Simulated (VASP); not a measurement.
A run of VASP 6.6.1 is set up as follows.

The input INCAR:

```
PREC = Accurate
ENCUT = 520
EDIFF = 1E-7
ISMEAR = 0
SIGMA = 0.05
LREAL = Auto
LASPH = T
NELM = 150
ALGO = Normal
ISIF = 2
LWAVE = F
LCHARG = F
ISPIN = 2
MAGMOM = 0 0 0 0 0 0 0.2 0 0 0.2 0 0.2 0.2 0 0 0 0 0 0 0 0 0 0 0 0 0 0 0 0 0 0 0 0 0 0 0
LORBIT = 11
GGA = PE
NBANDS = 182
LUSENCCL = F
```

Contents of KPOINTS:

```
Automatic mesh
0
Gamma
  2 2 1
```

Contents of POSCAR:

```
Sn12HO23
1.0
   -5.3733100000      5.3733100000      1.6162330000
   -5.3733100000     -5.3733100000      1.6162330000
    0.0000000000      0.0000000000      9.6973980000
Sn H O
12 1 23
Direct
    0.1838525682      0.4803374989      0.0565543413
    0.1874477081      0.4834007153      0.3903809089
    0.1865561499      0.4823221543      0.7222823287
    0.4790884578      0.8184835924      0.1167693765
    0.4826289082      0.8178809533      0.4512027926
    0.4815156835      0.8173441375      0.7832520725
    0.5182964035      0.1816564846      0.2162389610
    0.5215934137      0.1833017227      0.5494021527
    0.5197013282      0.1824380543      0.8827373676
    0.8245123213      0.5335099633      0.2841064327
    0.8192919119      0.5192024950      0.6119940140
    0.8208349612      0.5265910876      0.9363899034
    0.6909827180      0.3611799003      0.1490768845
    0.7064972103      0.3843562761      0.4841681743
    0.7047960655      0.3824775941      0.8208760045
    0.3817573633      0.2958588209      0.0533239523
    0.3869086187      0.2999729624      0.3853849107
    0.3869330660      0.2996817132      0.7192932064
    0.6134670544      0.6974010305      0.2800234403
    0.6183228805      0.7016216804      0.6143076909
    0.6136245198      0.6969486434      0.9500894005
    0.2952641149      0.6184744373      0.1808449503
    0.2998100766      0.6186278639      0.5148252558
    0.2947298391      0.6191551392      0.8492760646
    0.0471327273      0.3674990349      0.2656481523
    0.0527473425      0.3648542485      0.5977166778
    0.0474574007      0.3651819924      0.9326260751
    0.3649478860      0.9503611011      0.2816482572
    0.3654072972      0.9513973535      0.6138494943
    0.3639272699      0.9498811658      0.9471730997
    0.9389930951      0.6325307834      0.0721668321
    0.9547352546      0.6449542558      0.4057820832
    0.9525483853      0.6409558981      0.7335898634
    0.6380139030      0.0502913786      0.0516672275
    0.6398711288      0.0520324222      0.3839927642
    0.6386629815      0.0510682705      0.7188801941
```

Potentials or basis: VASP PAW PBE potentials, release 64 (Sn_d, H, O).

Command:

```bash
$ cat potpaw_PBE.64/Sn_d/POTCAR potpaw_PBE.64/H/POTCAR potpaw_PBE.64/O/POTCAR > POTCAR
$ mpirun -np 1 vasp_std > vasp.out
```

**Question.** Predict the pressure.

**Answer.** 3.0 GPa.

**Question.** Predict the net moment.

**Answer.** 0.00 μB per cell.

**Question.** Predict the largest force.

**Answer.** 0.056 eV/Å.

Stress tensor (GPa, compression positive):
```
 2.32 -0.09 -0.23
-0.09  2.54  0.05
-0.23  0.05  4.22
```

Caveat: the k points lie up to 0.68 Å⁻¹ apart.
